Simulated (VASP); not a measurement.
Input of a VASP 6.6.1 run:

The input POSCAR:

```
Mo3H
1.0
    2.7283492377      0.0000000000      0.0000000000
   -0.9094497459      2.5723123299      0.0000000000
    0.0000000000      0.0000000000     19.7934267932
Mo H
3 1
Direct
    0.5000000000      0.5000000000      0.2020872910
    0.0000000000      0.0000000000      0.3105456183
    0.5000000000      0.5000000000      0.4189990384
    0.6666666667      0.6666666667      0.5022585139
```

INCAR.step1

```
PREC     = Accurate       # precision mode
ENCUT    = 520            # plane-wave cutoff, eV
ISMEAR   = 0              # smearing method
SIGMA    = 0.1            # smearing width, eV
LREAL    = False          # projectors in reciprocal space
LASPH    = True           # aspherical terms in the spheres
NELM     = 60             # most SCF steps
LDIPOL   = True         
IDIPOL   = 3            
DIPOL    = 0.5 0.5 0.358
NBANDS   = 30             # bands
GGA      = PE             # functional
ALGO     = Normal         # electronic algorithm
EDIFF    = 1E-4           # SCF threshold, eV
LWAVE    = True           # write WAVECAR
LCHARG   = False          # write CHGCAR
```

File INCAR.step2:

```
PREC     = Accurate       # precision mode
ENCUT    = 520            # plane-wave cutoff, eV
EDIFF    = 1E-6           # SCF threshold, eV
ISMEAR   = 0              # smearing method
SIGMA    = 0.1            # smearing width, eV
LREAL    = False          # projectors in reciprocal space
LASPH    = True           # aspherical terms in the spheres
NELM     = 60             # most SCF steps
ALGO     = Normal         # electronic algorithm
ISIF     = 2              # what is computed and relaxed
LWAVE    = False          # write WAVECAR
LCHARG   = False          # write CHGCAR
LDIPOL   = True         
IDIPOL   = 3            
DIPOL    = 0.5 0.5 0.358
METAGGA  = R2SCAN         # meta-GGA
LMIXTAU  = True         
NBANDS   = 30             # bands
ISTART   = 1
```

The input KPOINTS:

```
Automatic mesh
0
Gamma
  10 10 1
```

Potentials or basis: VASP PAW PBE potentials, release 64 (Mo_sv, H).

Command:

```console
$ cat potpaw_PBE.64/Mo_sv/POTCAR potpaw_PBE.64/H/POTCAR > POTCAR
$ cp INCAR.step1 INCAR
$ mpirun -np 1 vasp_std > vasp.out
$ cp INCAR.step2 INCAR
$ mpirun -np 1 vasp_std > vasp.out
```

(1) Estimate the largest force.

(2) Predict the band gap on the k mesh.

Results:

(1) 1.122 eV/Å.

(2) zero (an odd number of electrons rules out a gap without spin polarisation).

Caveat: the PAW data sets were made with another functional, which shifts forces and pressure a little.
